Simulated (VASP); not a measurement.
Crystal: KCl.

```
K Cl
1.0
     3.77117    0.00000    0.00000
     0.00000    3.77117    0.00000
     0.00000    0.00000    3.77117
K Cl
1 1
Direct
  0.00000 0.00000 0.00000
  0.50000 0.50000 0.50000
```

Base run:

* Program: VASP 6.6.1
* Functional: r2SCAN
* Potentials or basis: VASP PAW PBE potentials, release 64 (K_sv, Cl)
* Cutoff: 520 eV
* k mesh: 8 × 8 × 8
* Occupations: gaussian, width 0.01 eV
* Spin: no spin polarisation

Its results: band gap on the k mesh 5.81 eV (least direct gap 6.02 eV); pressure 0.0 GPa.

Task: The run is repeated on the same cell with these changes: functional from r2SCAN to PBE. What comes out?

Result: Band gap on the k mesh 5.03 eV (least direct gap 5.24 eV); pressure 1.1 GPa.

Caveats: the structure was generated, so it needn't be the stable form of KCl; the PAW data sets were made with another functional, which shifts forces and pressure a little (at least some runs).

A k mesh can miss the band edges.
